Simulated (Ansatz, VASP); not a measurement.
# TiZn4N in VASP and in Ansatz

```
Ti Zn N
1.0
     3.01739    0.00000    0.00000
    -1.50870    2.61314    0.00000
     0.00000    0.00000   11.11349
Ti Zn N
1 4 1
Cartesian
  0.0000 0.0000 0.0537
  0.0000 1.7421 6.7303
  1.5087 0.8710 8.8639
  0.0000 1.7421 2.6385
  0.0000 0.0000 4.6615
  1.5087 0.8710 0.9461
```

Alike in both runs: functional PBE; k mesh 12 × 12 × 4; occupations gaussian, width 0.1 eV; no spin polarisation.

Ansatz relaxed the structure, and its values are those at the end. VASP's run is a single point on that final structure, the one shown.

|  | VASP | Ansatz |
| --- | --- | --- |
| version | VASP 6.6.1 | Ansatz 0.2.0 |
| potentials or method | VASP PAW PBE potentials, release 64 (Ti_sv, Zn, N), cutoff 520 eV | scalar-relativistic, plane waves, PAW |
| valence electrons in the cell | 65 | 65 |

```csv
,VASP,Ansatz,Ansatz less VASP
gap on the k mesh at the Fermi level (eV),none,none,-
pressure (GPa),0.3,0.0,-0.28
rms of the force components (eV/Å),0.012,0.001,-0.0114
```

A gap of «none» marks a metal or a gap that the smearing closes.
